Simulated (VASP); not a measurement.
# Ga3O4 (R-3m) in VASP: single point with PBE

Aim: the single point of Ga3O4 with PBE.

All numbers are computed with VASP 6.6.1; they aren't measurements. Logs are shortened: lines on timing, memory, paths and dates and some standing lists are left out, and cuts for length are marked.

## Step 1: The cell of the first run

The structure is trigonal, space group R-3m (No. 166). Conventional cell: a = 3.202 Å, b = 3.202 Å, c = 30.542 Å, α = 90.00°, β = 90.00°, γ = 120.00°. Within 2.5 Å of Ga (site symmetry 3m) lie 4 O at 1.92 to 1.98 Å. Ga (site symmetry -3m) has 6 O at 2.11 Å within 2.8 Å. Within 2.5 Å of O (site symmetry 3m) lie 3 Ga at 1.92 Å. O (site symmetry 3m) has 4 Ga at 1.98 to 2.11 Å within 2.6 Å.

## Step 2: Single point, PBE

File INCAR:

```
  PREC = Accurate
  ENCUT = 520
  EDIFF = 1E-6
  ISMEAR = 0
  SIGMA = 0.2
  LREAL = False
  LASPH = True
  NELM = 80
  ALGO = Normal
  ISIF = 2
  LWAVE = False
  LCHARG = False
  GGA = PE
  NBANDS = 40
```

File KPOINTS:

```
Automatic mesh
0
Gamma
  6 6 6
```

File POSCAR:

```
Ga3O4
1.0
    1.6012127528      0.9244606159     10.1805841452
   -1.6012127528      0.9244606159     10.1805841452
    0.0000000000     -1.8489212256     10.1805841458
Ga O
3 4
Direct
    0.2355848417      0.2355848417      0.2355848417
    0.7644151583      0.7644151583      0.7644151583
    0.0000000000      0.0000000000      0.0000000000
    0.8857539726      0.8857539726      0.8857539726
    0.3003825654      0.3003825654      0.3003825654
    0.1142460274      0.1142460274      0.1142460274
    0.6996174346      0.6996174346      0.6996174346
```

Potentials or basis: VASP PAW PBE potentials, release 64 (Ga_d, O).

Command:

```
> cat potpaw_PBE.64/Ga_d/POTCAR potpaw_PBE.64/O/POTCAR > POTCAR
> mpirun -np 1 vasp_std > vasp.out
```

OUTCAR:

```text
PREC = Accurate
   ENCUT = 520
   EDIFF = 1E-6
   ISMEAR = 0
   LREAL = False
   LASPH = True
   NELM = 80
   ISIF = 2
   GGA = PE

 ion  position               nearest neighbor table
   1  0.236  0.236  0.236-   4 1.92   4 1.92   4 1.92   5 1.98
   2  0.764  0.764  0.764-   6 1.92   6 1.92   6 1.92   7 1.98
   3  0.000  0.000  0.000-   7 2.11   5 2.11   7 2.11   7 2.11   5 2.11   5 2.11
   4  0.886  0.886  0.886-   1 1.92   1 1.92   1 1.92
   5  0.300  0.300  0.300-   1 1.98   3 2.11   3 2.11   3 2.11
   6  0.114  0.114  0.114-   2 1.92   2 1.92   2 1.92
   7  0.700  0.700  0.700-   2 1.98   3 2.11   3 2.11   3 2.11

  LATTYP: Found a trigonal (rhomboedric) cell.
 ALAT       =    10.3471156970
 COS(alpha) =     0.9521050785

  Lattice vectors:

 A1 = (   1.6012127528,   0.9244606159,  10.1805841452)
 A2 = (  -1.6012127528,   0.9244606159,  10.1805841452)
 A3 = (   0.0000000000,  -1.8489212256,  10.1805841458)

Analysis of symmetry for initial positions (statically):
=====================================================================
 Subroutine PRICEL returns:
 Original cell was already a primitive cell.

 Routine SETGRP: Setting up the symmetry group for a
 trigonal (rhombohedral) supercell.

 Subroutine GETGRP returns: Found 12 space group operations
 (whereof 12 operations were pure point group operations)
 out of a pool of 12 trial point group operations.

The static configuration has the point symmetry D_3d.

Analysis of symmetry for dynamics (positions and initial velocities):
=====================================================================
 Subroutine PRICEL returns:
 Original cell was already a primitive cell.

 Routine SETGRP: Setting up the symmetry group for a
 trigonal (rhombohedral) supercell.

 Subroutine GETGRP returns: Found 12 space group operations
 (whereof 12 operations were pure point group operations)
 out of a pool of 12 trial point group operations.

The dynamic configuration has the point symmetry D_3d.

 Subroutine INISYM returns: Found 12 space group operations
 (whereof 12 operations are pure point group operations),
 and found     1 'primitive' translations

----------------------------------------------------------------------------------------

                                     Primitive cell

  volume of cell :      90.4194

  direct lattice vectors                    reciprocal lattice vectors
     1.601212753  0.924460616 10.180584145     0.312263314  0.180285308  0.032742064
    -1.601212753  0.924460616 10.180584145    -0.312263314  0.180285308  0.032742064
     0.000000000 -1.848921226 10.180584146     0.000000000 -0.360570616  0.032742064

  length of vectors
    10.347115697 10.347115697 10.347115697     0.362054156  0.362054156  0.362054156

  position of ions in fractional coordinates (direct lattice)
     0.235584842  0.235584842  0.235584842
     0.764415158  0.764415158  0.764415158
     0.000000000  0.000000000  0.000000000
     0.885753973  0.885753973  0.885753973
     0.300382565  0.300382565  0.300382565
     0.114246027  0.114246027  0.114246027
     0.699617435  0.699617435  0.699617435

  ion indices of the primitive-cell ions
   primitive index   ion index
                 1           1
                 2           2
                 3           3
                 4           4
                 5           5
                 6           6
                 7           7

----------------------------------------------------------------------------------------

 KPOINTS: Automatic mesh

Automatic generation of k-mesh.
 Grid dimensions read from file:
 generate k-points for:    6    6    6

 Generating k-lattice:

  Cartesian coordinates                     Fractional coordinates (reciprocal lattice)
     0.052043886  0.030047551  0.005457011     0.166666667  0.000000000 -0.000000000
    -0.052043886  0.030047551  0.005457011     0.000000000  0.166666667 -0.000000000
     0.000000000 -0.060095103  0.005457011    -0.000000000 -0.000000000  0.166666667

  Length of vectors
     0.060342359  0.060342359  0.060342359

  Shift w.r.t. Gamma in fractional coordinates (k-lattice)
     0.000000000  0.000000000  0.000000000

 Subroutine IBZKPT returns following result:
 ===========================================

 Found     32 irreducible k-points:

 Following reciprocal coordinates:
            Coordinates               Weight
  0.000000  0.000000  0.000000      1.000000
  0.166667 -0.000000  0.000000      6.000000
  0.333333 -0.000000 -0.000000      6.000000
  0.500000 -0.000000  0.000000      3.000000
  0.166667  0.166667  0.000000      6.000000
  0.333333  0.166667 -0.000000     12.000000
[... 16 lines left out ...]
  0.500000  0.500000  0.166667      6.000000
 -0.333333  0.500000  0.166667     12.000000
 [... further k-points ...]
   k-points           NKPTS =     32   k-points in BZ     NKDIM =     32   number of bands    NBANDS=     40
   number of dos      NEDOS =    301   number of ions     NIONS =      7
   total plane-waves  NPLWV = 512000
   dimension x,y,z NGX =    80 NGY =   80 NGZ =   80
   dimension x,y,z NGXF=   160 NGYF=  160 NGZF=  160
   ions per type =               3   4
   NGX,Y,Z   is equivalent  to a cutoff of  12.85, 12.85, 12.85 a.u.
   NGXF,Y,Z  is equivalent  to a cutoff of  25.71, 25.71, 25.71 a.u.
 SYSTEM =  unknown system
   PREC   = accura    normal or accurate (medium, high low for compatibility)
   ISTART =      0    job   : 0-new  1-cont  2-samecut
   ICHARG =      2    charge: 1-file 2-atom 10-const
   ISPIN  =      1    spin polarized calculation?
   LNONCOLLINEAR =      F non collinear calculations
   LSORBIT =      F    spin-orbit coupling
   LASPH  =      T    aspherical Exc in radial PAW
   ENCUT  =  520.0 eV  38.22 Ry    6.18 a.u.  19.24 19.24 19.24*2*pi/ulx,y,z
   NELM   =     80;   NELMIN=  2; NELMDL= -5     # of ELM steps
   EDIFF  = 0.1E-05   stopping-criterion for ELM
   LREAL  =      F    real-space projection
   EDIFFG = 0.1E-04   stopping-criterion for IOM
   NSW    =      0    number of steps for IOM
   IBRION =     -1    ionic relax: 0-MD 1-quasi-New 2-CG
   NFREE  =      0    steps in history (QN), initial steepest desc. (CG)
   ISIF   =      2    stress and relaxation
   ISYM   =      2    0-nonsym 1-usesym 2-fastsym
   POTIM  = 0.5000    time-step for ionic-motion
   TEBEG  =    0.0;   TEEND  =   0.0 temperature during run
   PSTRESS=    0.0 pullay stress
   NELECT =      63.0000    total number of electrons
   NUPDOWN=      -1.0000    fix difference up-down
   EMIN   =  10.00;   EMAX   =-10.00  energy-range for DOS
   EFERMI =   0.00;   METHOD = LEGACY
   ISMEAR =     0;   SIGMA  =   0.20  broadening in eV -4-tet -1-fermi 0-gaus
   EFERMI_NEDOS =   21; number of points for ismear=-14 and -15
   IALGO  =     38    algorithm
   IMIX   =      4    mixing-type and parameters
     AMIX     =   0.40;   BMIX     =  1.00
     AMIX_MAG =   1.60;   BMIX_MAG =  1.00
  volume/ion in A,a.u.               =      12.92        87.17
  Fermi-wavevector in a.u.,A,eV,Ry     =   1.451336  2.742627 28.658976  2.106375
  Thomas-Fermi vector in A             =   2.568845
   LORBIT       =      0    0 simple, 1 ext, 2 COOP (PROOUT), +10 PAW based schemes
   GGA     = PE    functional components
   LHFCALC =     F    Hartree Fock is set to
   AEXX    =    0.0000 exact exchange contribution
   IVDW    =     0    specifies the selected vdW correction
   LEPSILON=     F    determine dielectric tensor
   LRPA    =     F    only Hartree local field effects (RPA)
 non-spin polarized calculation
 Gauss-broadening in eV      SIGMA  =   0.20
  energy-cutoff  :      520.00
  volume of cell :       90.42
 maximum number of plane-waves:      2466
 NGX is ok and might be reduce to    80
   NGX = 39   NGY = 39   NGZ = 39

 number of electron      63.0000023 magnetization

 Free energy of the ion-electron system (eV)
  ---------------------------------------------------
  ext. energy  EPLUGINS =         0.00000000
  ---------------------------------------------------
  free energy    TOTEN  =       -39.70822318 eV

  energy without entropy =      -39.68529177  energy(sigma->0) =      -39.69675748

 E-fermi :   6.4659     XC(G=0): -10.4991

 val. band max:        6.4397291640   @ k =   0.3333   0.1667  -0.0000
 cond. band min:       6.5235905045   @ k =   0.5000   0.3333   0.1667
 fundamental gap:      0.0838613405
 Fermi energy:         6.4659055499

 k-point     1 :       0.0000    0.0000    0.0000
  band No.  band energies     occupation
      1     -15.9354      2.00000
      2     -15.6495      2.00000
      3     -15.4949      2.00000
      4     -14.4415      2.00000
      5     -10.5976      2.00000
      6     -10.5976      2.00000
[... 32 lines left out ...]
     39      13.3567      0.00000
     40      13.9959      0.00000

 k-point     2 :       0.1667   -0.0000    0.0000
  band No.  band energies     occupation
      1     -15.7381      2.00000
      2     -15.5194      2.00000
      3     -15.3592      2.00000
      4     -14.4768      2.00000
      5     -10.5844      2.00000
      6     -10.5677      2.00000
[... 32 lines left out ...]
     39      12.7592      0.00000
     40      13.2901      0.00000

 k-point     3 :       0.3333   -0.0000   -0.0000
  band No.  band energies     occupation
      1     -15.3293      2.00000
      2     -15.2578      2.00000
      3     -15.0442      2.00000
      4     -14.5680      2.00000
      5     -10.5621      2.00000
      6     -10.5432      2.00000
[... 32 lines left out ...]
     39      12.5550      0.00000
     40      13.0678      0.00000

 k-point     4 :       0.5000   -0.0000    0.0000
  band No.  band energies     occupation
      1     -15.1428      2.00000
      2     -15.1268      2.00000
      3     -14.7308      2.00000
      4     -14.7301      2.00000
      5     -10.5711      2.00000
      6     -10.5453      2.00000
[... 32 lines left out ...]
     39      12.1901      0.00000
     40      13.4640      0.00000
[... 772 lines left out ...]
     39      12.0102      0.00000
     40      13.1405      0.00000

 k-point    23 :       0.5000    0.5000    0.1667
  band No.  band energies     occupation
      1     -15.3136      2.00000
      2     -15.2779      2.00000
      3     -15.0398      2.00000
      4     -14.5682      2.00000
      5     -10.5616      2.00000
      6     -10.5431      2.00000
[... 32 lines left out ...]
     39      12.2624      0.00000
     40      13.4213      0.00000

 k-point    24 :      -0.3333    0.5000    0.1667
  band No.  band energies     occupation
      1     -15.1441      2.00000
      2     -15.1339      2.00000
      3     -14.8273      2.00000
      4     -14.6343      2.00000
      5     -10.5295      2.00000
      6     -10.5190      2.00000
[... 32 lines left out ...]
     39      12.1272      0.00000
     40      13.2262      0.00000

 [... further k-points ...]
[... 5 lines left out ...]
  --------------------------------------------------------------------------------------
  -------------------------------------------------------------------------------------
  Total        0.2920510      0.2920510      0.3925548      0.0000000      0.0000000      0.0000000
  in kB        5.1749708      5.1749708      6.9558390      0.0000000      0.0000000      0.0000000
  external PRESSURE =       5.7685936 kB  Pullay stress =       0.0000000 kB

 VOLUME and BASIS-vectors are now :
 -----------------------------------------------------------------------------
  energy-cutoff  :      520.00
  volume of cell :       90.42
      direct lattice vectors                 reciprocal lattice vectors
     1.601212753  0.924460616 10.180584145     0.312263314  0.180285308  0.032742064
    -1.601212753  0.924460616 10.180584145    -0.312263314  0.180285308  0.032742064
     0.000000000 -1.848921226 10.180584146     0.000000000 -0.360570616  0.032742064

 POSITION                                       TOTAL-FORCE (eV/Angst)
 -----------------------------------------------------------------------------------
      0.00000      0.00000      7.19517         0.000000     -0.000000     -0.012448
      0.00000      0.00000     23.34658         0.000000      0.000000      0.012448
      0.00000      0.00000      0.00000         0.000000     -0.000000      0.000000
      0.00000      0.00000     27.05248         0.000000     -0.000000     -0.036572
      0.00000      0.00000      9.17421         0.000000      0.000000      0.048964
      0.00000      0.00000      3.48927         0.000000      0.000000      0.036572
      0.00000      0.00000     21.36754         0.000000     -0.000000     -0.048964
 -----------------------------------------------------------------------------------
    total drift:                               -0.000000      0.000000     -0.000000

  FREE ENERGIE OF THE ION-ELECTRON SYSTEM (eV)
  ---------------------------------------------------
  free  energy   TOTEN  =       -39.7082231841 eV

  energy  without entropy=      -39.6852917704  energy(sigma->0) =      -39.69675748
```

Run time: 14 min. Hardware: 1 thread of Intel Xeon 6975P-C (Granite Rapids), shared host; peak memory 0.88 GiB.

What came out:

| Property | Result |
| --- | --- |
| Free energy | -39.7082 eV |
| Pressure | 0.6 GPa |
| Largest force | 0.049 eV/Å |
| Band gap on the k mesh | zero (an odd number of electrons rules out a gap without spin polarisation) |

Forces on the atoms (eV/Å):
```
Ga   0.000  0.000 -0.012
Ga   0.000  0.000  0.012
Ga   0.000  0.000  0.000
O    0.000  0.000 -0.037
O    0.000  0.000  0.049
O    0.000  0.000  0.037
O    0.000  0.000 -0.049
```

Levels at points of the mesh, in eV from the Fermi level:
| k point | band 27 | band 28 | band 29 | band 30 | band 31 | band 32 | band 33 | band 34 | band 35 | band 36 |
| --- | --- | --- | --- | --- | --- | --- | --- | --- | --- | --- |
| (0.00, 0.00, 0.00) | -5.28 | -5.28 | -5.20 | -5.20 | -4.79 | -3.26 | -1.60 | -0.54 | 1.59 | 4.29 |
| (0.50, 0.00, 0.00) | -6.52 | -6.46 | -5.48 | -5.15 | -4.94 | 0.42 | 1.22 | 1.46 | 2.18 | 3.26 |
| (0.50, 0.50, 0.00) | -6.48 | -6.44 | -5.61 | -5.16 | -4.94 | 0.52 | 1.00 | 1.65 | 2.16 | 3.27 |
| (0.50, 0.50, 0.50) | -5.31 | -5.28 | -5.28 | -5.20 | -5.20 | -2.59 | -2.19 | -0.39 | 1.60 | 4.28 |

Caveat: the k points lie up to 0.38 Å⁻¹ apart, too coarse for converged energies and pressures of a metal; an odd number of electrons without spin polarisation forces a metal; a magnetic or distorted state may lie lower.
